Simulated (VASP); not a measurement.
A run of VASP 6.6.1 is set up as follows.

INCAR

```
SYSTEM = GaAs
  PREC = Accurate
  ENCUT = 520
  EDIFF = 1E-6
  ISMEAR = 0
  SIGMA = 0.01
  LREAL = .FALSE.
  LASPH = .TRUE.
  NELM = 60
  ALGO = Normal
  ISIF = 2
  LWAVE = .FALSE.
  LCHARG = .TRUE.
  GGA = PS
  LELF = .TRUE.
  LVHAR = .TRUE.
  NBANDS = 16
```

Contents of KPOINTS:

```
regular mesh
0
G
  12 12 12
  0 0 0
```

POSCAR

```
GaAs
1.0
    0.0000000000      2.6827529126      2.6827529126
    2.6827529126      0.0000000000      2.6827529126
    2.6827529126      2.6827529126      0.0000000000
Ga As
1 1
Direct
    0.0000000000      0.0000000000      0.0000000000
    0.7500000000      0.7500000000      0.7500000000
```

Potentials or basis: VASP PAW PBE potentials, release 64 (Ga_d, As).

Run with:

```bash
$ cat potpaw_PBE.64/Ga_d/POTCAR potpaw_PBE.64/As/POTCAR > POTCAR
$ mpirun -np 1 vasp_std > vasp.out
```

Q: Estimate the pressure.

A: 16.3 GPa.

Q: What does it give for the band gap on the k mesh?

A: 1.01 eV (least direct gap 1.69 eV).

Caveat: the cell stands under pressure; the PAW data sets were made with another functional, which shifts forces and pressure a little. A k mesh can miss the band edges.
